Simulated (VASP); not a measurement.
# Sn (I4_1/amd) in VASP: further runs

Runs on Sn. Level: PBE. Tasks: single point.

Everything below comes from runs of VASP 6.6.1. Logs are shortened: lines on timing, memory, paths and dates and some standing lists are left out, and cuts for length are marked.

### Step 1. The cell of the first run

The structure is tetragonal, space group I4_1/amd (No. 141). The conventional cell has a = 5.832 Å, b = 5.832 Å, c = 3.118 Å, α = 90.00°, β = 90.00°, γ = 90.00°. Within 4.0 Å of Sn (site symmetry -4m2) lie 10 Sn at 3.02 to 3.74 Å.

### Step 2. Single point, PBE (zz strain of -2 %)

File INCAR:

```
SYSTEM = Sn
  PREC = Accurate
  ENCUT = 520
  EDIFF = 1E-6
  ISMEAR = -1
  SIGMA = 0.05
  LREAL = .False.
  LASPH = .True.
  NELM = 80
  ALGO = Normal
  ISIF = 2
  LWAVE = .False.
  LCHARG = .False.
  GGA = PE
  NBANDS = 21
```

File KPOINTS:

```
regular mesh
0
Gamma
  15 15 15
  0 0 0
```

File POSCAR:

```
Sn
1.0
   -2.9158500000      2.9158500000      1.5588370000
    2.9158500000     -2.9158500000      1.5588370000
    2.9158500000      2.9158500000     -1.5588370000
Sn
2
Direct
    0.0000000000      0.0000000000      0.0000000000
    0.7500000000      0.2500000000      0.5000000000
```

Potentials or basis: VASP PAW PBE potentials, release 64 (Sn_d).

Command:

```sh
> cat potpaw_PBE.64/Sn_d/POTCAR > POTCAR
> mpirun -np 1 vasp_std > vasp.out
```

OUTCAR:

```text
SYSTEM = Sn
   PREC = Accurate
   ENCUT = 520
   EDIFF = 1E-6
   ISMEAR = -1
   LREAL = .False.
   LASPH = .True.
   NELM = 80
   ISIF = 2
   GGA = PE

 ion  position               nearest neighbor table
   1  0.000  0.000  0.000-   2 3.02   2 3.02   2 3.02   2 3.02   2 3.74   2 3.74   2 3.74   2 3.74

   2  0.750  0.250  0.500-   1 3.02   1 3.02   1 3.02   1 3.02   1 3.74   1 3.74   1 3.74   1 3.74

  LATTYP: Found a body centered tetragonal cell.
 ALAT       =     5.8317000000
 C/A-ratio  =     0.5346080903

  Lattice vectors:

 A1 = (  -2.9158500000,   2.9158500000,   1.5588370000)
 A2 = (   2.9158500000,  -2.9158500000,   1.5588370000)
 A3 = (   2.9158500000,   2.9158500000,  -1.5588370000)

Analysis of symmetry for initial positions (statically):
=====================================================================
 Subroutine PRICEL returns:
 Original cell was already a primitive cell.

 Routine SETGRP: Setting up the symmetry group for a
 body centered tetragonal supercell.

 Subroutine GETGRP returns: Found 16 space group operations
 (whereof  8 operations were pure point group operations)
 out of a pool of 16 trial point group operations.

The static configuration has the point symmetry D_2d.
 The point group associated with its full space group is D_4h.

Analysis of symmetry for dynamics (positions and initial velocities):
=====================================================================
 Subroutine PRICEL returns:
 Original cell was already a primitive cell.

 Routine SETGRP: Setting up the symmetry group for a
 body centered tetragonal supercell.

 Subroutine GETGRP returns: Found 16 space group operations
 (whereof  8 operations were pure point group operations)
 out of a pool of 16 trial point group operations.

The dynamic configuration has the point symmetry D_2d.
 The point group associated with its full space group is D_4h.

 Subroutine INISYM returns: Found 16 space group operations
 (whereof  8 operations are pure point group operations),
 and found     1 'primitive' translations

----------------------------------------------------------------------------------------

                                     Primitive cell

[... 82 lines left out ...]
   ISTART =      0    job   : 0-new  1-cont  2-samecut
   ICHARG =      2    charge: 1-file 2-atom 10-const
   ISPIN  =      1    spin polarized calculation?
   LNONCOLLINEAR =      F non collinear calculations
   LSORBIT =      F    spin-orbit coupling
   LASPH  =      T    aspherical Exc in radial PAW
   ENCUT  =  520.0 eV  38.22 Ry    6.18 a.u.   8.20  8.20  8.20*2*pi/ulx,y,z
   NELM   =     80;   NELMIN=  2; NELMDL= -5     # of ELM steps
   EDIFF  = 0.1E-05   stopping-criterion for ELM
   LREAL  =      F    real-space projection
   EDIFFG = 0.1E-04   stopping-criterion for IOM
   NSW    =      0    number of steps for IOM
   IBRION =     -1    ionic relax: 0-MD 1-quasi-New 2-CG
   NFREE  =      0    steps in history (QN), initial steepest desc. (CG)
   ISIF   =      2    stress and relaxation
   ISYM   =      2    0-nonsym 1-usesym 2-fastsym
   POTIM  = 0.5000    time-step for ionic-motion
   TEBEG  =    0.0;   TEEND  =   0.0 temperature during run
   PSTRESS=    0.0 pullay stress
   NELECT =      28.0000    total number of electrons
   NUPDOWN=      -1.0000    fix difference up-down
   EMIN   =  10.00;   EMAX   =-10.00  energy-range for DOS
   EFERMI =   0.00;   METHOD = LEGACY
   ISMEAR =    -1;   SIGMA  =   0.05  broadening in eV -4-tet -1-fermi 0-gaus
   EFERMI_NEDOS =   21; number of points for ismear=-14 and -15
   IALGO  =     38    algorithm
   IMIX   =      4    mixing-type and parameters
     AMIX     =   0.40;   BMIX     =  1.00
     AMIX_MAG =   1.60;   BMIX_MAG =  1.00
  volume/ion in A,a.u.               =      26.51       178.88
  Fermi-wavevector in a.u.,A,eV,Ry     =   1.323317  2.500706 23.826078  1.751167
  Thomas-Fermi vector in A             =   2.452934
   LORBIT       =      0    0 simple, 1 ext, 2 COOP (PROOUT), +10 PAW based schemes
   GGA     = PE    functional components
   LHFCALC =     F    Hartree Fock is set to
   AEXX    =    0.0000 exact exchange contribution
   IVDW    =     0    specifies the selected vdW correction
   LEPSILON=     F    determine dielectric tensor
   LRPA    =     F    only Hartree local field effects (RPA)
 non-spin polarized calculation
  energy-cutoff  :      520.00
  volume of cell :       53.01
 maximum number of plane-waves:      1445
 NGX is ok and might be reduce to    36
   NGX = 17   NGY = 17   NGZ = 17

 number of electron      28.0000001 magnetization

 Free energy of the ion-electron system (eV)
  ---------------------------------------------------
  ext. energy  EPLUGINS =         0.00000000
  ---------------------------------------------------
  free energy    TOTEN  =        -7.57205916 eV

  energy without entropy =       -7.56565368  energy(sigma->0) =       -7.56885642

 E-fermi :   8.2862     XC(G=0): -10.4159

 val. band max:        8.2413992043   @ k =  -0.3333   0.2000   0.0667
 cond. band min:       8.2866204661   @ k =  -0.4000  -0.4000   0.4000
 fundamental gap:      0.0452212618
 Fermi energy:         8.2861638824

 k-point     1 :       0.0000    0.0000    0.0000
  band No.  band energies     occupation
      1     -13.4151      2.00000
      2     -13.3504      2.00000
      3     -13.2946      2.00000
      4     -13.2850      2.00000
      5     -13.1081      2.00000
      6     -13.1081      2.00000
[... 565 lines left out ...]
     20      15.3729      0.00000
     21      16.2834      0.00000

 [... further k-points ...]

------------------------ aborting loop because EDIFF is reached ----------------------------------------

  FORCE on cell =-STRESS in cart. coord.  units (eV):
  Direction    XX          YY          ZZ          XY          YZ          ZX
  --------------------------------------------------------------------------------------
  -------------------------------------------------------------------------------------
  Total        1.2459246      1.2459246      1.3113682      0.0000000      0.0000000      0.0000000
  in kB       37.6540157     37.6540157     39.6318335      0.0000000      0.0000000      0.0000000
  external PRESSURE =      38.3132883 kB  Pullay stress =       0.0000000 kB

 VOLUME and BASIS-vectors are now :
 -----------------------------------------------------------------------------
  energy-cutoff  :      520.00
  volume of cell :       53.01
      direct lattice vectors                 reciprocal lattice vectors
    -2.915850000  2.915850000  1.558837000     0.000000000  0.171476585  0.320751945
     2.915850000 -2.915850000  1.558837000     0.171476585  0.000000000  0.320751945
     2.915850000  2.915850000 -1.558837000     0.171476585  0.171476585  0.000000000

 POSITION                                       TOTAL-FORCE (eV/Angst)
 -----------------------------------------------------------------------------------
      0.00000      0.00000      0.00000        -0.000000      0.000000      0.000000
     -0.00000      2.91585      0.77942         0.000000     -0.000000     -0.000000
 -----------------------------------------------------------------------------------
    total drift:                               -0.000000      0.000000     -0.000000

  FREE ENERGIE OF THE ION-ELECTRON SYSTEM (eV)
  ---------------------------------------------------
  free  energy   TOTEN  =        -7.5720591573 eV

  energy  without entropy=       -7.5656536823  energy(sigma->0) =       -7.56885642
```

OSZICAR:

```text
N       E                     dE             d eps       ncg     rms          rms(c)
DAV:   1     0.223212539601E+03    0.22321E+03   -0.14416E+04 12278   0.211E+03
DAV:   2     0.153186108186E+02   -0.20789E+03   -0.20352E+03 12156   0.455E+02
DAV:   3    -0.686861969869E+01   -0.22187E+02   -0.22010E+02 13907   0.135E+02
DAV:   4    -0.756566985070E+01   -0.69705E+00   -0.69662E+00 13857   0.263E+01
DAV:   5    -0.759406210962E+01   -0.28392E-01   -0.28391E-01 16963   0.499E+00    0.248E+00
DAV:   6    -0.757683886660E+01    0.17223E-01   -0.31865E-02 16524   0.254E+00    0.139E+00
DAV:   7    -0.757214747488E+01    0.46914E-02   -0.18443E-02 16340   0.196E+00    0.170E-01
DAV:   8    -0.757205516410E+01    0.92311E-04   -0.20131E-03 15164   0.594E-01    0.395E-02
DAV:   9    -0.757206011333E+01   -0.49492E-05   -0.60930E-05 16132   0.692E-02    0.140E-02
DAV:  10    -0.757205883401E+01    0.12793E-05   -0.75132E-06 15322   0.369E-02    0.108E-03
DAV:  11    -0.757205915729E+01   -0.32328E-06   -0.31523E-07  8048   0.774E-03
   1 F= -.75720592E+01 E0= -.75688564E+01  d E =-.640547E-02
```

It took 5.1 min on 1 thread of Intel Xeon Platinum 8259CL at 2.50GHz (Skylake/Cascade Lake), shared host; peak memory 0.38 GiB.

Results:

```yaml
Free_energy: -7.5721 eV
Pressure: 3.8 GPa
Band_gap_on_the_k_mesh: zero (band 14 reaches 9.72 eV, above the bottom of band 15 at 5.42 eV)
```

Levels at points of the mesh, in eV from the Fermi level:
| k point | band 10 | band 11 | band 12 | band 13 | band 14 | band 15 | band 16 | band 17 | band 18 | band 19 |
| --- | --- | --- | --- | --- | --- | --- | --- | --- | --- | --- |
| (0.00, 0.00, 0.00) | -21.19 | -11.33 | -3.77 | -2.13 | -2.13 | 2.86 | 6.17 | 6.17 | 7.29 | 7.40 |

Caveat: the cell differs from its parent crystal (zz strain of -2 %); spin-orbit coupling is left out, which moves the levels of the heavy elements.

### Step 3. Single point, PBE (zz strain of -1 %)

File INCAR:

```
SYSTEM = Sn
PREC = Accurate
ENCUT = 520
EDIFF = 1E-6
ISMEAR = -1
SIGMA = 0.05
LREAL = .FALSE.
LASPH = .TRUE.
NELM = 100
ALGO = Normal
ISIF = 2
LWAVE = .FALSE.
LCHARG = .FALSE.
GGA = PE
NBANDS = 21
```

File KPOINTS:

```
regular mesh
0
G
  15 15 15
  0 0 0
```

File POSCAR:

```
Sn
1.0
   -2.9158500000      2.9158500000      1.5747435000
    2.9158500000     -2.9158500000      1.5747435000
    2.9158500000      2.9158500000     -1.5747435000
Sn
2
Direct
    0.0000000000      0.0000000000      0.0000000000
    0.7500000000      0.2500000000      0.5000000000
```

Potentials or basis: VASP PAW PBE potentials, release 64 (Sn_d).

Command:

```sh
> cat potpaw_PBE.64/Sn_d/POTCAR > POTCAR
> mpirun -np 1 vasp_std > vasp.out
```

Run time: 4.4 min. Hardware: 1 thread of Intel Xeon Platinum 8259CL at 2.50GHz (Skylake/Cascade Lake), shared host; peak memory 0.39 GiB.

It converged, with:

```yaml
Free_energy: -7.5838 eV
Pressure: 3.2 GPa
Band_gap_on_the_k_mesh: zero (band 14 reaches 9.62 eV, above the bottom of band 15 at 5.30 eV)
```

Stress tensor (GPa, compression positive):
```
3.38 0.00 0.00
0.00 3.38 0.00
0.00 0.00 2.87
```

Levels at points of the mesh, in eV from the Fermi level:
```csv
k point,band 12,band 13,band 14,band 15,band 16,band 17
"(0.00, 0.00, 0.00)",-3.69,-2.06,-2.06,2.91,6.21,6.21
```

Caveat: the cell differs from its parent crystal (zz strain of -1 %); spin-orbit coupling is left out, which moves the levels of the heavy elements.
